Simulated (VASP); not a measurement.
Si: relaxation of cell and atoms with LDA

The system is Si.

```xyz
1
Lattice="2.5700 0.0000 0.0000 0.0000 2.5700 0.0000 0.0000 0.0000 2.5700" Properties=species:S:1:pos:R:3 pbc="T T T"
Si    0.0000    0.0000    0.0000
```

* Program: VASP 6.6.1
* Task: relaxation of cell and atoms
* Functional: LDA
* Potentials or basis: VASP PAW LDA potentials, release 64 (Si)
* Cutoff: 500 eV
* k mesh: 10 × 10 × 10
* Occupations: methfessel-paxton, width 0.02 eV
* Spin: no spin polarisation
* Dipole correction: no
* Further INCAR settings: ALGO = Normal; EDIFF = 1e-07; IBRION = 2; EDIFFG = -0.01; NSW = 80; ISIF = 3

The relaxed volume is 15.72 Å³/atom. The relaxed cell is a = 2.505 Å, b = 2.505 Å, c = 2.505 Å, α = 90.00°, β = 90.00°, γ = 90.00°. The space group after relaxing (to 0.05 Å) is Pm-3m (No. 221). The energy gained by relaxing is 30.5 meV/atom, the ionic steps are 3 and the pressure after relaxing is 0.0 GPa. The band gap on the k mesh is zero (band 2 reaches 16.08 eV, above the bottom of band 3 at 5.65 eV).

The path:
```tsv
step	energy change (eV)	largest force (eV/Å)	pressure (GPa)	volume (Å³)
1	0.0000	0.0000	-7.31	16.97
2	-0.0225	0.0000	4.52	15.14
3	-0.0305	0.0000	0.04	15.72
```

Final structure:
```xyz
1
Lattice="2.5053 0.0000 0.0000 0.0000 2.5053 0.0000 0.0000 0.0000 2.5053" Properties=species:S:1:pos:R:3 pbc="T T T"
Si    0.0000    0.0000    0.0000
```

Levels at points of the mesh, in eV from the Fermi level:
| k point | band 1 | band 2 | band 3 | band 4 | band 5 | band 6 |
| --- | --- | --- | --- | --- | --- | --- |
| (0.00, 0.00, 0.00) | -13.31 | 7.58 | 7.58 | 7.89 | 7.89 | 7.89 |
| (0.50, 0.00, 0.00) | -8.59 | -6.60 | 10.23 | 11.34 | 11.34 | 14.79 |
| (0.50, 0.50, 0.00) | -3.34 | -2.85 | -2.85 | 1.47 | 14.65 | 17.44 |
| (0.50, 0.50, 0.50) | 0.66 | 0.66 | 0.66 | 3.90 | 5.21 | 5.21 |

Wall time 18 s on 1 thread of AMD EPYC 7R13, with other jobs on the host, peak memory 0.08 GiB.
